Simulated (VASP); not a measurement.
Runs of VASP 6.6.1 on PbS. The structure is that of space group P6_3mc (No. 186), or close to it. The cells are those of the table. 

```csv
task,level,potentials or basis,cell,gap on the mesh (eV),pressure (GPa),relaxed volume (Å³/atom),largest force (eV/Å)
single point,BLYP+D3(BJ),"VASP PAW PBE potentials, release 64 (Pb_d, S)","a = 4.101, b = 4.101, c = 7.430 Å, angles 90.0, 90.0, 120.0°, 4 atoms",0.54,0.1,-,0.01
single point,LDA,"VASP PAW LDA potentials, release 64 (Pb_d, S)","a = 4.030, b = 4.030, c = 7.221 Å, angles 90.0, 90.0, 120.0°, 4 atoms",0.26,0.1,-,0.01
relaxation of cell and atoms,PBEsol,"VASP PAW PBE potentials, release 64 (Pb_d, S)","relaxed from a = 4.117, b = 4.117, c = 7.560 Å, angles 90.0, 90.0, 120.0°, 4 atoms",0.40,0.0,(a),0.01
relaxation of cell and atoms,LDA,"VASP PAW LDA potentials, release 64 (Pb_d, S)","relaxed from a = 4.117, b = 4.117, c = 7.560 Å, angles 90.0, 90.0, 120.0°, 4 atoms",0.26,0.0,25.43,0.01
single point,PBEsol,"VASP PAW PBE potentials, release 64 (Pb_d, S)","a = 4.073, b = 4.073, c = 7.312 Å, angles 90.0, 90.0, 120.0°, 4 atoms",0.40,(b),-,-
relaxation of cell and atoms,BLYP+D3(BJ),"VASP PAW PBE potentials, release 64 (Pb_d, S)","relaxed from a = 4.117, b = 4.117, c = 7.560 Å, angles 90.0, 90.0, 120.0°, 4 atoms",0.50,0.0,27.04,-
```

Alike in all rows: no spin polarisation; k mesh 5 × 5 × 3; cutoff (eV) 500; smearing gaussian 0.01 eV.

Task: Estimate the missing entries.

Result: (a) 26.24; (b) -0.1.

Caveats: spin-orbit coupling is left out, which moves the levels of the heavy elements; the PAW data sets were made with another functional, which shifts forces and pressure a little (some runs).

A k mesh can miss the band edges, and the runs leave out spin-orbit coupling on Pb.
